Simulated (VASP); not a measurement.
Input of a VASP 6.6.1 run:

The input INCAR:

```
PREC = Accurate
ENCUT = 520
EDIFF = 1E-7
ISMEAR = 0
SIGMA = 0.15
LREAL = False
LASPH = True
NELM = 100
ALGO = Normal
ISIF = 2
LWAVE = False
LCHARG = True
GGA = PE
LELF = True
LVHAR = True
NBANDS = 24
```

Contents of KPOINTS:

```
Automatic mesh
0
Gamma
  12 12 12
```

The input POSCAR:

```
TaF3
1.0
    3.7841640000      0.0000000000      0.0000000000
    0.0000000000      3.7841640000      0.0000000000
    0.0000000000      0.0000000000      3.9012000000
Ta F
1 3
Direct
    0.0000000000      0.0000000000      0.0000000000
    0.5000000000      0.0000000000      0.0000000000
    0.0000000000      0.5000000000      0.0000000000
    0.0000000000      0.0000000000      0.5000000000
```

Potentials or basis: VASP PAW PBE potentials, release 64 (Ta_pv, F).

Launch:

```sh
$ cat potpaw_PBE.64/Ta_pv/POTCAR potpaw_PBE.64/F/POTCAR > POTCAR
$ mpirun -np 1 vasp_std > vasp.out
```

Q: Estimate the band gap on the k mesh.

A: Zero (bands 16 and 17 overlap by 3.31 eV).

Q: Predict the pressure.

A: 41.1 GPa.

Stress tensor (GPa, compression positive):
```
46.51  0.00  0.00
 0.00 46.51  0.00
 0.00  0.00 30.33
```

Caveat: the cell differs from its parent crystal (strain -0.030 along x and y, +0.000 along z); the cell stands under pressure; spin-orbit coupling is left out, which moves the levels of the heavy elements.
